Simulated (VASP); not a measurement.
# Bi (Pm-3m) in VASP: notebook

Runs on Bi. Level: PBE. Tasks: single point.

Program: VASP 6.6.1. These are calculated values, not measurements. Logs are shortened: lines on timing, memory, paths and dates and some standing lists are left out, and cuts for length are marked.

## 1. The cell of the first run

Symmetry: Pm-3m, No. 221, cubic system. Conventional cell: a = 3.210 Å, b = 3.210 Å, c = 3.210 Å, α = 90.00°, β = 90.00°, γ = 90.00°. Within 4.2 Å of Bi (site symmetry m-3m) lie 6 Bi at 3.21 Å.

This isn't the form of Bi at room conditions, which is rhombohedral.

## 2. Single point, PBE

File INCAR:

```
PREC = Accurate
ENCUT = 520
EDIFF = 1E-7
ISMEAR = -1
SIGMA = 0.06122561905347299
LREAL = False
LASPH = True
NELM = 60
ALGO = Normal
ISIF = 2
LWAVE = False
LCHARG = False
GGA = PE
NBANDS = 14
```

File KPOINTS:

```
regular mesh
0
Gamma
  33 33 33
```

File POSCAR:

```
Bi
1.0
    3.2098733334      0.0000000000      0.0000000000
    0.0000000000      3.2098733334      0.0000000000
    0.0000000000      0.0000000000      3.2098733334
Bi
1
Direct
    0.0000000000      0.0000000000      0.0000000000
```

Potentials or basis: VASP PAW PBE potentials, release 64 (Bi_d).

On the command line:

```bash
> cat potpaw_PBE.64/Bi_d/POTCAR > POTCAR
> mpirun -np 1 vasp_std > vasp.out
```

OUTCAR:

```text
PREC = Accurate
   ENCUT = 520
   EDIFF = 1E-7
   ISMEAR = -1
   LREAL = False
   LASPH = True
   NELM = 60
   ISIF = 2
   GGA = PE

 ion  position               nearest neighbor table
   1  0.000  0.000  0.000-

  LATTYP: Found a simple cubic cell.
 ALAT       =     3.2098733334

  Lattice vectors:

 A1 = (   3.2098733334,   0.0000000000,   0.0000000000)
 A2 = (   0.0000000000,   3.2098733334,   0.0000000000)
 A3 = (   0.0000000000,   0.0000000000,   3.2098733334)

Analysis of symmetry for initial positions (statically):
=====================================================================
 Subroutine PRICEL returns:
 Original cell was already a primitive cell.

 Routine SETGRP: Setting up the symmetry group for a
 simple cubic supercell.

 Subroutine GETGRP returns: Found 48 space group operations
 (whereof 48 operations were pure point group operations)
 out of a pool of 48 trial point group operations.

The static configuration has the point symmetry O_h .

Analysis of symmetry for dynamics (positions and initial velocities):
=====================================================================
 Subroutine PRICEL returns:
 Original cell was already a primitive cell.

 Routine SETGRP: Setting up the symmetry group for a
 simple cubic supercell.

 Subroutine GETGRP returns: Found 48 space group operations
 (whereof 48 operations were pure point group operations)
 out of a pool of 48 trial point group operations.

The dynamic configuration has the point symmetry O_h .

 Subroutine INISYM returns: Found 48 space group operations
 (whereof 48 operations are pure point group operations),
 and found     1 'primitive' translations

----------------------------------------------------------------------------------------

                                     Primitive cell

  volume of cell :      33.0722

  direct lattice vectors                    reciprocal lattice vectors
     3.209873333  0.000000000  0.000000000     0.311538773  0.000000000  0.000000000
     0.000000000  3.209873333  0.000000000     0.000000000  0.311538773  0.000000000
     0.000000000  0.000000000  3.209873333     0.000000000  0.000000000  0.311538773

  length of vectors
     3.209873333  3.209873333  3.209873333     0.311538773  0.311538773  0.311538773

  position of ions in fractional coordinates (direct lattice)
     0.000000000  0.000000000  0.000000000

  ion indices of the primitive-cell ions
   primitive index   ion index
                 1           1

----------------------------------------------------------------------------------------

 KPOINTS: regular mesh

Automatic generation of k-mesh.
 Grid dimensions read from file:
 generate k-points for:   33   33   33

 Generating k-lattice:

  Cartesian coordinates                     Fractional coordinates (reciprocal lattice)
     0.009440569  0.000000000  0.000000000     0.030303030  0.000000000  0.000000000
     0.000000000  0.009440569  0.000000000     0.000000000  0.030303030  0.000000000
     0.000000000  0.000000000  0.009440569     0.000000000  0.000000000  0.030303030

  Length of vectors
     0.009440569  0.009440569  0.009440569

  Shift w.r.t. Gamma in fractional coordinates (k-lattice)
     0.000000000  0.000000000  0.000000000

 Subroutine IBZKPT returns following result:
 ===========================================

 Found    969 irreducible k-points:

 Following reciprocal coordinates:
            Coordinates               Weight
  0.000000  0.000000  0.000000      1.000000
  0.030303  0.000000  0.000000      6.000000
  0.060606  0.000000  0.000000      6.000000
  0.090909  0.000000  0.000000      6.000000
  0.121212  0.000000  0.000000      6.000000
  0.151515  0.000000  0.000000      6.000000
[... 16 lines left out ...]
  0.181818  0.030303  0.000000     24.000000
  0.212121  0.030303  0.000000     24.000000
 [... further k-points ...]
   k-points           NKPTS =    969   k-points in BZ     NKDIM =    969   number of bands    NBANDS=     14
   number of dos      NEDOS =    301   number of ions     NIONS =      1
   total plane-waves  NPLWV =  13824
   dimension x,y,z NGX =    24 NGY =   24 NGZ =   24
   dimension x,y,z NGXF=    48 NGYF=   48 NGZF=   48
   ions per type =               1
   NGX,Y,Z   is equivalent  to a cutoff of  12.43, 12.43, 12.43 a.u.
   NGXF,Y,Z  is equivalent  to a cutoff of  24.86, 24.86, 24.86 a.u.
 SYSTEM =  unknown system
   PREC   = accura    normal or accurate (medium, high low for compatibility)
   ISTART =      0    job   : 0-new  1-cont  2-samecut
   ICHARG =      2    charge: 1-file 2-atom 10-const
   ISPIN  =      1    spin polarized calculation?
   LNONCOLLINEAR =      F non collinear calculations
   LSORBIT =      F    spin-orbit coupling
   LASPH  =      T    aspherical Exc in radial PAW
   ENCUT  =  520.0 eV  38.22 Ry    6.18 a.u.   5.97  5.97  5.97*2*pi/ulx,y,z
   NELM   =     60;   NELMIN=  2; NELMDL= -5     # of ELM steps
   EDIFF  = 0.1E-06   stopping-criterion for ELM
   LREAL  =      F    real-space projection
   EDIFFG = 0.1E-05   stopping-criterion for IOM
   NSW    =      0    number of steps for IOM
   IBRION =     -1    ionic relax: 0-MD 1-quasi-New 2-CG
   NFREE  =      0    steps in history (QN), initial steepest desc. (CG)
   ISIF   =      2    stress and relaxation
   ISYM   =      2    0-nonsym 1-usesym 2-fastsym
   POTIM  = 0.5000    time-step for ionic-motion
   TEBEG  =    0.0;   TEEND  =   0.0 temperature during run
   PSTRESS=    0.0 pullay stress
   NELECT =      15.0000    total number of electrons
   NUPDOWN=      -1.0000    fix difference up-down
   EMIN   =  10.00;   EMAX   =-10.00  energy-range for DOS
   EFERMI =   0.00;   METHOD = LEGACY
   ISMEAR =    -1;   SIGMA  =   0.06  broadening in eV -4-tet -1-fermi 0-gaus
   EFERMI_NEDOS =   21; number of points for ismear=-14 and -15
   IALGO  =     38    algorithm
   IMIX   =      4    mixing-type and parameters
     AMIX     =   0.40;   BMIX     =  1.00
     AMIX_MAG =   1.60;   BMIX_MAG =  1.00
  volume/ion in A,a.u.               =      33.07       223.18
  Fermi-wavevector in a.u.,A,eV,Ry     =   1.257817  2.376929 21.525816  1.582103
  Thomas-Fermi vector in A             =   2.391457
   LORBIT       =      0    0 simple, 1 ext, 2 COOP (PROOUT), +10 PAW based schemes
   GGA     = PE    functional components
   LHFCALC =     F    Hartree Fock is set to
   AEXX    =    0.0000 exact exchange contribution
   IVDW    =     0    specifies the selected vdW correction
   LEPSILON=     F    determine dielectric tensor
   LRPA    =     F    only Hartree local field effects (RPA)
 non-spin polarized calculation
  energy-cutoff  :      520.00
  volume of cell :       33.07
 maximum number of plane-waves:       912
 NGX is ok and might be reduce to    24
   NGX = 11   NGY = 11   NGZ = 11

 number of electron      15.0000012 magnetization

 Free energy of the ion-electron system (eV)
  ---------------------------------------------------
  ext. energy  EPLUGINS =         0.00000000
  ---------------------------------------------------
  free energy    TOTEN  =        -3.82685176 eV

  energy without entropy =       -3.82020109  energy(sigma->0) =       -3.82352642

 E-fermi :   7.0229     XC(G=0):  -9.8602

 val. band max:        7.0120313203   @ k =   0.2424   0.2121   0.1212
 cond. band min:       7.0256239174   @ k =   0.2121   0.2121   0.1515
 fundamental gap:      0.0135925972
 Fermi energy:         7.0229274689

 k-point     1 :       0.0000    0.0000    0.0000
  band No.  band energies     occupation
      1     -15.9773      2.00000
      2     -15.9773      2.00000
      3     -15.6122      2.00000
      4     -15.6122      2.00000
      5     -15.6122      2.00000
      6      -6.3275      2.00000
      7      10.2885      0.00000
      8      10.2885      0.00000
      9      10.2885      0.00000
     10      13.5713      0.00000
     11      14.9794      0.00000
     12      14.9794      0.00000
     13      24.1050      0.00000
     14      24.1050      0.00000

 k-point     2 :       0.0303    0.0000    0.0000
  band No.  band energies     occupation
      1     -15.9771      2.00000
      2     -15.9745      2.00000
      3     -15.6130      2.00000
      4     -15.6130      2.00000
      5     -15.6121      2.00000
      6      -6.3155      2.00000
      7      10.0887      0.00000
      8      10.3022      0.00000
      9      10.3022      0.00000
     10      13.6686      0.00000
     11      14.9883      0.00000
     12      15.1133      0.00000
     13      24.0093      0.00000
     14      24.0851      0.00000

 k-point     3 :       0.0606    0.0000    0.0000
  band No.  band energies     occupation
      1     -15.9767      2.00000
      2     -15.9665      2.00000
      3     -15.6156      2.00000
      4     -15.6156      2.00000
      5     -15.6119      2.00000
      6      -6.2795      2.00000
      7       9.5865      0.00000
      8      10.3429      0.00000
      9      10.3429      0.00000
     10      13.8535      0.00000
     11      15.0151      0.00000
     12      15.5251      0.00000
     13      23.7445      0.00000
     14      24.0169      0.00000
[... 324 lines left out ...]
 k-point    23 :       0.1818    0.0303    0.0000
  band No.  band energies     occupation
      1     -15.9706      2.00000
      2     -15.8883      2.00000
      3     -15.6409      2.00000
      4     -15.6399      2.00000
      5     -15.6108      2.00000
      6      -5.8914      2.00000
      7       6.7554      1.97501
      8      10.5579      0.00000
      9      10.7706      0.00000
     10      14.5210      0.00000
     11      15.4103      0.00000
     12      18.8355      0.00000
     13      21.7126      0.00000
     14      22.5176      0.00000

 k-point    24 :       0.2121    0.0303    0.0000
  band No.  band energies     occupation
      1     -15.9691      2.00000
      2     -15.8612      2.00000
      3     -15.6494      2.00000
      4     -15.6484      2.00000
      5     -15.6101      2.00000
      6      -5.7437      2.00000
      7       6.0381      2.00000
      8      10.7148      0.00000
      9      10.9277      0.00000
     10      14.6662      0.00000
     11      15.5269      0.00000
     12      19.8076      0.00000
     13      21.2040      0.00000
     14      21.9258      0.00000

 [... further k-points ...]

------------------------ aborting loop because EDIFF is reached ----------------------------------------

  FORCE on cell =-STRESS in cart. coord.  units (eV):
  Direction    XX          YY          ZZ          XY          YZ          ZX
  --------------------------------------------------------------------------------------
  -------------------------------------------------------------------------------------
  Total        0.6600435      0.6600435      0.6600435     -0.0000000      0.0000000     -0.0000000
  in kB       31.9756578     31.9756578     31.9756578     -0.0000000      0.0000000     -0.0000000
  external PRESSURE =      31.9756578 kB  Pullay stress =       0.0000000 kB

 VOLUME and BASIS-vectors are now :
 -----------------------------------------------------------------------------
  energy-cutoff  :      520.00
  volume of cell :       33.07
      direct lattice vectors                 reciprocal lattice vectors
     3.209873333  0.000000000  0.000000000     0.311538773  0.000000000  0.000000000
     0.000000000  3.209873333  0.000000000     0.000000000  0.311538773  0.000000000
     0.000000000  0.000000000  3.209873333     0.000000000  0.000000000  0.311538773

 POSITION                                       TOTAL-FORCE (eV/Angst)
 -----------------------------------------------------------------------------------
      0.00000      0.00000      0.00000         0.000000      0.000000      0.000000
 -----------------------------------------------------------------------------------
    total drift:                                0.000000     -0.000000      0.000000

  FREE ENERGIE OF THE ION-ELECTRON SYSTEM (eV)
  ---------------------------------------------------
  free  energy   TOTEN  =        -3.8268517603 eV

  energy  without entropy=       -3.8202010857  energy(sigma->0) =       -3.82352642
```

It took 2.1 min on 1 thread of Intel Xeon Platinum 8559C (Emerald Rapids), shared host; peak memory 0.47 GiB.

Results:

```yaml
Free_energy: -3.8269 eV
Pressure: 3.2 GPa
Band_gap_on_the_k_mesh: zero (an odd number of electrons rules out a gap without spin polarisation)
```

Caveat: the cell stands under pressure; spin-orbit coupling is left out, which moves the levels of the heavy elements.

## 3. Single point, PBE

This run uses another cell than the first one, of 33.78 Å³/atom.

File INCAR:

```
ALGO = Normal
EDIFF = 1E-7
ENCUT = 520
GGA = PE
ISIF = 2
ISMEAR = -1
LASPH = T
LCHARG = F
LREAL = F
LWAVE = F
NBANDS = 14
NELM = 80
PREC = Accurate
SIGMA = 0.06122561905347299
```

File KPOINTS:

```
k-points
0
Gamma
  33 33 33
```

File POSCAR:

```
Bi
1.0
    3.2324788200      0.0000000000      0.0000000000
    0.0000000000      3.2324788200      0.0000000000
    0.0000000000      0.0000000000      3.2324788200
Bi
1
Direct
    0.0000000000      0.0000000000      0.0000000000
```

Potentials or basis: VASP PAW PBE potentials, release 64 (Bi_d).

On the command line:

```bash
> cat potpaw_PBE.64/Bi_d/POTCAR > POTCAR
> mpirun -np 1 vasp_std > vasp.out
```

It took 2.4 min on 1 thread of Intel Xeon Platinum 8559C (Emerald Rapids), shared host; peak memory 0.47 GiB.

It converged, with:

* Free energy: -3.8385 eV
* Pressure: 2.0 GPa
* Band gap on the k mesh: zero (an odd number of electrons rules out a gap without spin polarisation)

Levels at points of the mesh, in eV from the Fermi level:
```
           k point  band 3  band 4  band 5  band 6  band 7  band 8  band 9  band 10  band 11  band 12
(0.00, 0.00, 0.00)  -22.62  -22.62  -22.62  -13.20    3.22    3.22    3.22     6.44     7.90     7.90
```

Caveat: spin-orbit coupling is left out, which moves the levels of the heavy elements.
